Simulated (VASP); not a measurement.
# Ti2B3: relaxation of cell and atoms with PBE

Ti2B3:

```xyz
5
Lattice="3.6300 0.0000 0.0000 -1.8150 3.1437 0.0000 0.0000 0.0000 4.5321" Properties=species:S:1:pos:R:3 pbc="T T T"
Ti    0.0000    0.0000    0.0000
Ti    0.0000    2.0958    2.2660
B     1.8150    1.0479    0.8748
B     1.8150    1.0479    3.6573
B     0.0000    0.0000    2.2660
```

The cell was built from a structure type or drawn by symmetry, and may not be a known phase.

```yaml
Program: VASP 6.6.1
Task: relaxation of cell and atoms
Functional: PBE
Potentials_or_basis: VASP PAW PBE potentials, release 64 (Ti_sv, B)
Cutoff: 600 eV
k_mesh: 12 × 12 × 8
Occupations: gaussian, width 0.1 eV
Spin: no spin polarisation
Dipole_correction: no
Further_INCAR_settings: ALGO = Normal; EDIFF = 1e-06; IBRION = 2; EDIFFG = -0.01; NSW = 100; ISIF = 3
```

* Relaxed volume: 10.35 Å³/atom
* Relaxed cell: a = 3.627 Å, b = 3.627 Å, c = 4.544 Å, α = 90.00°, β = 90.00°, γ = 120.00°
* Space group after relaxing (to 0.1 Å): P-6m2 (No. 187)
* Energy gained by relaxing: 0.1 meV/atom
* Ionic steps: 4
* Pressure after relaxing: 0.1 GPa
* Largest force after relaxing: 0.007 eV/Å
* Band gap on the k mesh: zero (an odd number of electrons rules out a gap without spin polarisation)

Forces on the atoms (eV/Å):
```
Ti   0.000  0.000  0.000
Ti   0.000  0.000  0.000
B    0.000  0.000  0.007
B    0.000  0.000 -0.007
B    0.000  0.000  0.000
```

The path:
| step | energy change (eV) | largest force (eV/Å) | pressure (GPa) | volume (Å³) |
| --- | --- | --- | --- | --- |
| 1 | 0.0000 | 0.0337 | 0.16 | 51.72 |
| 2 | -0.0004 | 0.0307 | -0.07 | 51.80 |
| 3 | -0.0004 | 0.0299 | -0.10 | 51.81 |
| 4 | -0.0004 | 0.0074 | 0.08 | 51.77 |

Final structure:
```xyz
5
Lattice="3.6273 0.0000 0.0000 -1.8137 3.1413 0.0000 0.0000 0.0000 4.5437" Properties=species:S:1:pos:R:3 pbc="T T T"
Ti    0.0000    0.0000    0.0000
Ti    0.0000    2.0942    2.2719
B     1.8137    1.0471    0.8733
B     1.8137    1.0471    3.6704
B    -1.8137    3.1413    2.2719
```

Levels at points of the mesh, in eV from the Fermi level:
| k point | band 12 | band 13 | band 14 | band 15 | band 16 | band 17 | band 18 | band 19 | band 20 |
| --- | --- | --- | --- | --- | --- | --- | --- | --- | --- |
| (0.00, 0.00, 0.00) | -3.91 | -3.91 | -1.41 | -1.41 | 0.19 | 0.19 | 0.68 | 0.68 | 0.77 |
| (0.50, 0.00, 0.00) | -4.74 | -3.22 | -2.51 | -2.46 | -1.88 | 0.01 | 0.53 | 1.57 | 2.21 |
| (0.00, 0.00, 0.50) | -3.72 | -3.42 | -2.74 | -2.74 | -0.71 | 1.70 | 1.70 | 1.88 | 1.88 |
| (0.50, 0.00, 0.50) | -4.96 | -2.64 | -2.41 | -2.04 | -0.89 | 0.46 | 0.67 | 0.72 | 1.31 |

Run time: 8.2 min on 1 thread of Intel Xeon 8259CL, on a shared host, peak memory 0.26 GiB.
